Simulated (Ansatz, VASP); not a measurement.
Te: VASP beside Ansatz

File INCAR:

```
PREC = Accurate
ENCUT = 520
EDIFF = 1E-7
ISMEAR = -1
SIGMA = 0.1
LREAL = False
LASPH = True
NELM = 60
ALGO = Normal
ISIF = 2
LWAVE = False
LCHARG = False
GGA = PE
NBANDS = 9
```

File KPOINTS:

```
Automatic mesh
0
Gamma
  13 13 13
```

Contents of POSCAR:

```
Te
1.0
   -1.9500386404      1.9500386404      1.9500386404
    1.9500386404     -1.9500386404      1.9500386404
    1.9500386404      1.9500386404     -1.9500386404
Te
1
Direct
    0.0000000000      0.0000000000      0.0000000000
```

Input for Ansatz:

```yaml
crystal:
  lattice:
    - [-1.9500386404, 1.9500386404, 1.9500386404]
    - [1.9500386404, -1.9500386404, 1.9500386404]
    - [1.9500386404, 1.9500386404, -1.9500386404]
  atoms:
    - { symbol: Te, position: [0.0, 0.0, 0.0] }
hamiltonian:
  xc: pbe
  pseudopotentials:
    kind: paw
    azcp:
      Te: "pseudopotentials/Te.paw.azcp"
basis:
  ecutwfc: 420
  fft_grid_basis: typed
kpoints:
  mp_grid: { grid: [13, 13, 13], shift: [0, 0, 0] }
magnetization:
  spin_polarized: false
scf:
  occupations: { method: fermi_dirac, width: 0.1 }
  lower_state_search: "off"
output:
  stress: true
```

Alike in both runs: task single point; functional PBE; k mesh 13 × 13 × 13; occupations fermi-dirac, width 0.1 eV; no spin polarisation.

```csv
,VASP,Ansatz
version,VASP 6.6.1,Ansatz 0.2.0
potentials or method,"VASP PAW PBE potentials, release 64 (Te), cutoff 520 eV","plane waves (420 eV) with PAW, scalar-relativistic"
valence electrons in the cell,6,16
```

```tsv
	VASP	Ansatz	Ansatz less VASP
pressure (GPa)	-2.1	-2.0	+0.08
```

VASP's potentials hold 6 valence electrons a cell and Ansatz's 16, so a difference there can come from the potentials and not from the codes.

Spin-orbit coupling is off throughout.
